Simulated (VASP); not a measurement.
K, 1 atom in the cell. It takes space group I4/mmm (No. 139, tetragonal). The conventional cell has a = 4.869 Å, b = 4.869 Å, c = 6.987 Å, α = 90.00°, β = 90.00°, γ = 90.00°.  This cell differs from its parent crystal: strain +0.015 along x and y, +0.030 along z.

| Property | Result |
| --- | --- |
| Program | VASP 6.6.1 |
| Task | single point |
| Functional | PBE |
| Dispersion | D3(BJ) |
| Potentials or basis | VASP PAW PBE potentials, release 64 (K_sv) |
| Cutoff | 520 eV |
| k mesh | 12 × 12 × 12 |
| Occupations | gaussian, width 0.15 eV |
| Spin | no spin polarisation |
| Dipole correction | no |
| Further INCAR settings | ALGO = Fast; EDIFF = 1e-06; NBANDS = 10 |

Potentials or basis: VASP PAW PBE potentials, release 64 (K_sv).

The run is started by

```console
$ cat potpaw_PBE.64/K_sv/POTCAR > POTCAR
$ mpirun -np 1 vasp_std > vasp.out
```

Hardware: 1 thread of Intel(R) Xeon(R) Platinum 8259CL CPU @ 2.50GHz (Skylake/Cascade Lake), on a shared host.

**Question.** Estimate the wall time of this run.

**Answer.** Run time: 2.3 min on 1 thread of Intel(R) Xeon(R) Platinum 8259CL CPU @ 2.50GHz (Skylake/Cascade Lake), on a shared host, peak memory 0.29 GiB. Counts: scf iterations 12, k points 163.
